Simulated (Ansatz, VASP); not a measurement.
## One calculation of Al12H, two programs

The input INCAR:

```
SYSTEM = Al12H
PREC = Accurate
ENCUT = 520
EDIFF = 1E-6
ISMEAR = 0
SIGMA = 0.1
LREAL = .FALSE.
LASPH = .TRUE.
NELM = 150
ALGO = Normal
ISIF = 2
LWAVE = .FALSE.
LCHARG = .TRUE.
ISPIN = 2
MAGMOM = 0 0 0 0 0 0 0 0 0 0 0 0 1
LORBIT = 11
LDIPOL = .TRUE.
IDIPOL = 3
DIPOL = 0.5 0.5 0.306
GGA = PE
LELF = .TRUE.
LVHAR = .TRUE.
LVACPOTAV = .TRUE.
NBANDS = 34
```

File KPOINTS:

```
Automatic mesh
0
G
  6 6 1
  0 0 0
```

Contents of POSCAR:

```
Al12H
1.0
    5.7135165838      0.0000000000      0.0000000000
   -2.8567582919      4.9480505065      0.0000000000
    0.0000000000      0.0000000000     21.6013781936
Al H
12 1
Direct
    0.3333333333      0.1666666667      0.1851733702
    0.3333333333      0.6666666667      0.1851733702
    0.8333333333      0.1666666667      0.1851733702
    0.8333333333      0.6666666667      0.1851733702
    0.1666666667      0.3333333333      0.2916813828
    0.1666666667      0.8333333333      0.2916813828
    0.6666666667      0.3333333333      0.2916813828
    0.6666666667      0.8333333333      0.2916813828
    0.0000000000      0.0000000000      0.3981865470
    0.0000000000      0.5000000000      0.3981865470
    0.5000000000      0.0000000000      0.3981865470
    0.5000000000      0.5000000000      0.3981865470
    0.0000000000      0.0000000000      0.4754964290
```

Input for Ansatz:

```yaml
crystal:
  lattice:
    - [5.7135165838, 0.0, 0.0]
    - [-2.8567582919, 4.9480505065, 0.0]
    - [0.0, 0.0, 21.6013781936]
  atoms:
    - { symbol: Al, position: [0.3333333333, 0.1666666667, 0.1851733702] }
    - { symbol: Al, position: [0.3333333333, 0.6666666667, 0.1851733702] }
    - { symbol: Al, position: [0.8333333333, 0.1666666667, 0.1851733702] }
    - { symbol: Al, position: [0.8333333333, 0.6666666667, 0.1851733702] }
    - { symbol: Al, position: [0.1666666667, 0.3333333333, 0.2916813828] }
    - { symbol: Al, position: [0.1666666667, 0.8333333333, 0.2916813828] }
    - { symbol: Al, position: [0.6666666667, 0.3333333333, 0.2916813828] }
    - { symbol: Al, position: [0.6666666667, 0.8333333333, 0.2916813828] }
    - { symbol: Al, position: [0.0, 0.0, 0.398186547] }
    - { symbol: Al, position: [0.0, 0.5, 0.398186547] }
    - { symbol: Al, position: [0.5, 0.0, 0.398186547] }
    - { symbol: Al, position: [0.5, 0.5, 0.398186547] }
    - { symbol: H, position: [0.0, 0.0, 0.475496429], spin: 1.0 }
basis:
  ecutwfc: 420
kpoints:
  mp_grid: { grid: [6, 6, 1] }
hamiltonian:
  xc: pbe
  pseudopotentials: { kind: paw, azcp: { folder: soft_1 } }
scf:
  occupations: { method: gaussian, width: 0.1 }
output:
  forces: true
  eigenvalues: true
  populations: true
magnetization:
  spin_polarized: true
efield:
  axis: 3
  dipole_correction: true
  ramp_width: 0.04
```

Alike in both runs: task single point; functional PBE; k mesh 6 × 6 × 1; occupations gaussian, width 0.1 eV; collinear spin.

```csv
,VASP,Ansatz
version,VASP 6.6.1,Ansatz 0.2.0
potentials or method,"VASP PAW PBE potentials, release 64 (Al, H), cutoff 520 eV","scalar-relativistic, plane waves, PAW"
valence electrons in the cell,37,37
```

Ansatz gave:

```
gap on the k mesh at the Fermi level (eV)  : none
rms of the force components (eV/Å)         : 0.187
net moment per atom (μB)                   : 0.00
work function, face that differs most (eV) : 4.52
```

Question: Estimate VASP's values.

Answer: gap on the k mesh at the Fermi level (eV): none; rms of the force components (eV/Å): 0.186; net moment per atom (μB): 0.00; work function, face that differs most (eV): 4.52.

Atom by atom the forces differ by 0.001 eV/Å (rms over components). A gap of «none» marks a metal or a gap that the smearing closes. Ansatz's warnings: seeded moment not kept.
